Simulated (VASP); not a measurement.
# Ta (Pm-3m) in VASP: notebook

The runs below take Ta through single point, relaxation of cell and atoms, with PBE.

All numbers are computed with VASP 6.6.1; they aren't measurements. Logs are shortened: lines on timing, memory, paths and dates and some standing lists are left out, and cuts for length are marked.

## Step 1: The cell of the first run

It takes space group Pm-3m (No. 221, cubic). The conventional cell has a = 2.643 Å, b = 2.643 Å, c = 2.643 Å, α = 90.00°, β = 90.00°, γ = 90.00°. Within 3.5 Å of Ta (site symmetry m-3m) lie 6 Ta at 2.64 Å.

## Step 2: Single point, PBE

INCAR

```
SYSTEM = Ta
  PREC = Accurate
  ENCUT = 520
  EDIFF = 1E-6
  ISMEAR = -1
  SIGMA = 0.05
  LREAL = .FALSE.
  LASPH = .TRUE.
  NELM = 60
  ALGO = Normal
  ISIF = 2
  LWAVE = .FALSE.
  LCHARG = .FALSE.
  GGA = PE
  NBANDS = 12
```

KPOINTS

```
regular mesh
0
G
  17 17 17
  0 0 0
```

POSCAR

```
Ta
1.0
    2.6431402532      0.0000000000      0.0000000000
    0.0000000000      2.6431402532      0.0000000000
    0.0000000000      0.0000000000      2.6431402532
Ta
1
Direct
    0.0000000000      0.0000000000      0.0000000000
```

Potentials or basis: VASP PAW PBE potentials, release 64 (Ta_pv).

Command:

```console
$ cat potpaw_PBE.64/Ta_pv/POTCAR > POTCAR
$ mpirun -np 1 vasp_std > vasp.out
```

OUTCAR:

```text
SYSTEM = Ta
   PREC = Accurate
   ENCUT = 520
   EDIFF = 1E-6
   ISMEAR = -1
   LREAL = .FALSE.
   LASPH = .TRUE.
   NELM = 60
   ISIF = 2
   GGA = PE

 ion  position               nearest neighbor table
   1  0.000  0.000  0.000-

  LATTYP: Found a simple cubic cell.
 ALAT       =     2.6431402532

  Lattice vectors:

 A1 = (   2.6431402532,   0.0000000000,   0.0000000000)
 A2 = (   0.0000000000,   2.6431402532,   0.0000000000)
 A3 = (   0.0000000000,   0.0000000000,   2.6431402532)

Analysis of symmetry for initial positions (statically):
=====================================================================
 Subroutine PRICEL returns:
 Original cell was already a primitive cell.

 Routine SETGRP: Setting up the symmetry group for a
 simple cubic supercell.

 Subroutine GETGRP returns: Found 48 space group operations
 (whereof 48 operations were pure point group operations)
 out of a pool of 48 trial point group operations.

The static configuration has the point symmetry O_h .

Analysis of symmetry for dynamics (positions and initial velocities):
=====================================================================
 Subroutine PRICEL returns:
 Original cell was already a primitive cell.

 Routine SETGRP: Setting up the symmetry group for a
 simple cubic supercell.

 Subroutine GETGRP returns: Found 48 space group operations
 (whereof 48 operations were pure point group operations)
 out of a pool of 48 trial point group operations.

The dynamic configuration has the point symmetry O_h .

 Subroutine INISYM returns: Found 48 space group operations
 (whereof 48 operations are pure point group operations),
 and found     1 'primitive' translations

----------------------------------------------------------------------------------------

                                     Primitive cell

  volume of cell :      18.4655

  direct lattice vectors                    reciprocal lattice vectors
     2.643140253  0.000000000  0.000000000     0.378337850  0.000000000  0.000000000
     0.000000000  2.643140253  0.000000000     0.000000000  0.378337850  0.000000000
     0.000000000  0.000000000  2.643140253     0.000000000  0.000000000  0.378337850

  length of vectors
     2.643140253  2.643140253  2.643140253     0.378337850  0.378337850  0.378337850

  position of ions in fractional coordinates (direct lattice)
     0.000000000  0.000000000  0.000000000

  ion indices of the primitive-cell ions
   primitive index   ion index
                 1           1

----------------------------------------------------------------------------------------

 KPOINTS: regular mesh

Automatic generation of k-mesh.
 Grid dimensions read from file:
 generate k-points for:   17   17   17

 Generating k-lattice:

  Cartesian coordinates                     Fractional coordinates (reciprocal lattice)
     0.022255168  0.000000000  0.000000000     0.058823529  0.000000000  0.000000000
     0.000000000  0.022255168  0.000000000     0.000000000  0.058823529  0.000000000
     0.000000000  0.000000000  0.022255168     0.000000000  0.000000000  0.058823529

  Length of vectors
     0.022255168  0.022255168  0.022255168

  Shift w.r.t. Gamma in fractional coordinates (k-lattice)
     0.000000000  0.000000000  0.000000000

 Subroutine IBZKPT returns following result:
 ===========================================

 Found    165 irreducible k-points:

 Following reciprocal coordinates:
            Coordinates               Weight
  0.000000  0.000000  0.000000      1.000000
  0.058824  0.000000  0.000000      6.000000
  0.117647  0.000000  0.000000      6.000000
  0.176471  0.000000  0.000000      6.000000
  0.235294  0.000000  0.000000      6.000000
  0.294118  0.000000  0.000000      6.000000
[... 16 lines left out ...]
  0.411765  0.117647  0.000000     24.000000
  0.470588  0.117647  0.000000     24.000000
 [... further k-points ...]
   k-points           NKPTS =    165   k-points in BZ     NKDIM =    165   number of bands    NBANDS=     12
   number of dos      NEDOS =    301   number of ions     NIONS =      1
   total plane-waves  NPLWV =   8000
   dimension x,y,z NGX =    20 NGY =   20 NGZ =   20
   dimension x,y,z NGXF=    40 NGYF=   40 NGZF=   40
   ions per type =               1
   NGX,Y,Z   is equivalent  to a cutoff of  12.58, 12.58, 12.58 a.u.
   NGXF,Y,Z  is equivalent  to a cutoff of  25.16, 25.16, 25.16 a.u.
 SYSTEM =  Ta
   PREC   = accura    normal or accurate (medium, high low for compatibility)
   ISTART =      0    job   : 0-new  1-cont  2-samecut
   ICHARG =      2    charge: 1-file 2-atom 10-const
   ISPIN  =      1    spin polarized calculation?
   LNONCOLLINEAR =      F non collinear calculations
   LSORBIT =      F    spin-orbit coupling
   LASPH  =      T    aspherical Exc in radial PAW
   ENCUT  =  520.0 eV  38.22 Ry    6.18 a.u.   4.91  4.91  4.91*2*pi/ulx,y,z
   NELM   =     60;   NELMIN=  2; NELMDL= -5     # of ELM steps
   EDIFF  = 0.1E-05   stopping-criterion for ELM
   LREAL  =      F    real-space projection
   EDIFFG = 0.1E-04   stopping-criterion for IOM
   NSW    =      0    number of steps for IOM
   IBRION =     -1    ionic relax: 0-MD 1-quasi-New 2-CG
   NFREE  =      0    steps in history (QN), initial steepest desc. (CG)
   ISIF   =      2    stress and relaxation
   ISYM   =      2    0-nonsym 1-usesym 2-fastsym
   POTIM  = 0.5000    time-step for ionic-motion
   TEBEG  =    0.0;   TEEND  =   0.0 temperature during run
   PSTRESS=    0.0 pullay stress
   NELECT =      11.0000    total number of electrons
   NUPDOWN=      -1.0000    fix difference up-down
   EMIN   =  10.00;   EMAX   =-10.00  energy-range for DOS
   EFERMI =   0.00;   METHOD = LEGACY
   ISMEAR =    -1;   SIGMA  =   0.05  broadening in eV -4-tet -1-fermi 0-gaus
   EFERMI_NEDOS =   21; number of points for ismear=-14 and -15
   IALGO  =     38    algorithm
   IMIX   =      4    mixing-type and parameters
     AMIX     =   0.40;   BMIX     =  1.00
     AMIX_MAG =   1.60;   BMIX_MAG =  1.00
  volume/ion in A,a.u.               =      18.47       124.61
  Fermi-wavevector in a.u.,A,eV,Ry     =   1.377481  2.603061 25.816416  1.897453
  Thomas-Fermi vector in A             =   2.502630
   LORBIT       =      0    0 simple, 1 ext, 2 COOP (PROOUT), +10 PAW based schemes
   GGA     = PE    functional components
   LHFCALC =     F    Hartree Fock is set to
   AEXX    =    0.0000 exact exchange contribution
   IVDW    =     0    specifies the selected vdW correction
   LEPSILON=     F    determine dielectric tensor
   LRPA    =     F    only Hartree local field effects (RPA)
 non-spin polarized calculation
  energy-cutoff  :      520.00
  volume of cell :       18.47
 maximum number of plane-waves:       511
 NGX is ok and might be reduce to    20
   NGX =  9   NGY =  9   NGZ =  9

 number of electron      10.9999996 magnetization

 Free energy of the ion-electron system (eV)
  ---------------------------------------------------
  ext. energy  EPLUGINS =         0.00000000
  ---------------------------------------------------
  free energy    TOTEN  =       -10.58113193 eV

  energy without entropy =      -10.57483653  energy(sigma->0) =      -10.57798423

 E-fermi :   5.2969     XC(G=0): -12.3722

 val. band max:        5.2706953539   @ k =   0.4118   0.0588   0.0000
 cond. band min:       5.3132888305   @ k =   0.4118   0.2941   0.2353
 fundamental gap:      0.0425934766
 Fermi energy:         5.2969248094

 k-point     1 :       0.0000    0.0000    0.0000
  band No.  band energies     occupation
      1     -27.7429      2.00000
      2     -27.7429      2.00000
      3     -27.7429      2.00000
      4      -2.3351      2.00000
      5       2.3065      2.00000
      6       2.3066      2.00000
      7      12.2937      0.00000
      8      12.2937      0.00000
      9      12.2937      0.00000
     10      19.9901      0.00000
     11      20.9385      0.00000
     12      20.9385      0.00000

 k-point     2 :       0.0588    0.0000    0.0000
  band No.  band energies     occupation
      1     -27.8042      2.00000
      2     -27.7379      2.00000
      3     -27.7379      2.00000
      4      -2.2156      2.00000
      5       2.3392      2.00000
      6       2.4363      2.00000
      7      12.0555      0.00000
      8      12.0555      0.00000
      9      12.3093      0.00000
     10      19.9800      0.00000
     11      20.3082      0.00000
     12      21.2261      0.00000

 k-point     3 :       0.1176    0.0000    0.0000
  band No.  band energies     occupation
      1     -27.9771      2.00000
      2     -27.7233      2.00000
      3     -27.7233      2.00000
      4      -1.8780      2.00000
      5       2.4342      2.00000
      6       2.8190      2.00000
      7      11.4445      0.00000
      8      11.4445      0.00000
      9      12.3541      0.00000
     10      18.9545      0.00000
     11      20.0000      0.00000
     12      21.9783      0.00000
[... 286 lines left out ...]
 k-point    23 :       0.4118    0.1176    0.0000
  band No.  band energies     occupation
      1     -29.2371      2.00000
      2     -27.8235      2.00000
      3     -27.5832      2.00000
      4       1.5044      2.00000
      5       3.7539      2.00000
      6       4.7514      1.99996
      7       8.2616      0.00000
      8       8.5801      0.00000
      9      12.0327      0.00000
     10      16.3230      0.00000
     11      19.9962      0.00000
     12      21.1215      0.00000

 k-point    24 :       0.4706    0.1176    0.0000
  band No.  band energies     occupation
      1     -29.3353      2.00000
      2     -27.8124      2.00000
      3     -27.5730      2.00000
      4       1.8745      2.00000
      5       3.8918      2.00000
      6       4.4342      2.00000
      7       8.0579      0.00000
      8       8.6787      0.00000
      9      12.0730      0.00000
     10      16.7258      0.00000
     11      19.9965      0.00000
     12      20.7862      0.00000

 [... further k-points ...]
[... 5 lines left out ...]
  --------------------------------------------------------------------------------------
  -------------------------------------------------------------------------------------
  Total        2.3362249      2.3362249      2.3362249     -0.0000000      0.0000000     -0.0000000
  in kB      202.7050705    202.7050705    202.7050705     -0.0000000      0.0000000     -0.0000000
  external PRESSURE =     202.7050705 kB  Pullay stress =       0.0000000 kB

 VOLUME and BASIS-vectors are now :
 -----------------------------------------------------------------------------
  energy-cutoff  :      520.00
  volume of cell :       18.47
      direct lattice vectors                 reciprocal lattice vectors
     2.643140253  0.000000000  0.000000000     0.378337850  0.000000000  0.000000000
     0.000000000  2.643140253  0.000000000     0.000000000  0.378337850  0.000000000
     0.000000000  0.000000000  2.643140253     0.000000000  0.000000000  0.378337850

 POSITION                                       TOTAL-FORCE (eV/Angst)
 -----------------------------------------------------------------------------------
      0.00000      0.00000      0.00000         0.000000      0.000000      0.000000
 -----------------------------------------------------------------------------------
    total drift:                                0.000000      0.000000      0.000000

  FREE ENERGIE OF THE ION-ELECTRON SYSTEM (eV)
  ---------------------------------------------------
  free  energy   TOTEN  =       -10.5811319332 eV

  energy  without entropy=      -10.5748365260  energy(sigma->0) =      -10.57798423
```

It took 12 s on 1 thread of Intel Xeon 6975P-C, shared host; peak memory 0.15 GiB.

Results:

```yaml
Free_energy: -10.5811 eV
Pressure: 20.3 GPa
```

Levels at points of the mesh, in eV from the Fermi level:
```
           k point  band 4  band 5  band 6  band 7  band 8  band 9
(0.00, 0.00, 0.00)   -7.63   -2.99   -2.99    7.00    7.00    7.00
```

Caveat: spin-orbit coupling is left out, which moves the levels of the heavy elements.

## Step 3: Single point, PBE

This run uses another cell than the first one, of 20.64 Å³/atom, 1.118 times its volume.

INCAR

```
  ALGO = Normal
  EDIFF = 1E-7
  ENCUT = 520
  GGA = PE
  ISIF = 2
  ISMEAR = -1
  LASPH = True
  LCHARG = True
  LELF = True
  LREAL = False
  LVHAR = True
  LWAVE = False
  NBANDS = 12
  NELM = 60
  PREC = Accurate
  SIGMA = 0.05
```

KPOINTS

```
k-points
0
Gamma
  17 17 17
```

POSCAR

```
Ta
1.0
    2.7429205472      0.0000000000      0.0000000000
    0.0000000000      2.7429205472      0.0000000000
    0.0000000000      0.0000000000      2.7429205472
Ta
1
Direct
    0.0000000000      0.0000000000      0.0000000000
```

Potentials or basis: VASP PAW PBE potentials, release 64 (Ta_pv).

Command:

```console
$ cat potpaw_PBE.64/Ta_pv/POTCAR > POTCAR
$ mpirun -np 1 vasp_std > vasp.out
```

It took 16 s on 1 thread of Intel Xeon 6975P-C, shared host; peak memory 0.16 GiB.

It converged, with:

- Free energy: -10.7077 eV
- Pressure: 0.1 GPa

Levels at points of the mesh, in eV from the Fermi level:
```tsv
k point	band 3	band 4	band 5	band 6	band 7	band 8	band 9	band 10
(0.00, 0.00, 0.00)	-33.39	-7.21	-2.55	-2.55	6.15	6.15	6.15	14.39
```

Caveat: spin-orbit coupling is left out, which moves the levels of the heavy elements.

[end of part 1 of 3]
